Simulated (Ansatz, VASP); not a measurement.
Two plane-wave programs on Al2Pt

```
CELL_PARAMETERS angstrom
0.00000 3.14016 3.14016
3.14016 0.00000 3.14016
3.14016 3.14016 0.00000
ATOMIC_POSITIONS crystal
Al 0.25000 0.25000 0.25000
Al 0.75000 0.75000 0.75000
Pt 0.00000 0.00000 0.00000
```

Alike in both runs: task single point; functional PBE; k mesh 10 × 10 × 10; occupations gaussian, width 0.05 eV; no spin polarisation.

```csv
,VASP,Ansatz
version,VASP 6.6.1,Ansatz 0.2.0
potentials or method,"VASP PAW PBE potentials, release 64 (Al, Pt), cutoff 520 eV","scalar-relativistic, plane waves, PAW"
valence electrons in the cell,16,24
```

|  | VASP | Ansatz | Ansatz less VASP |
| --- | --- | --- | --- |
| gap on the k mesh at the Fermi level (eV) | none | none | - |
| pressure (GPa) | -14.7 | -14.6 | +0.12 |

A gap of «none» marks a metal or a gap that the smearing closes. VASP's potentials hold 16 valence electrons a cell and Ansatz's 24, so a difference there can come from the potentials and not from the codes.

Neither program's run includes spin-orbit coupling.
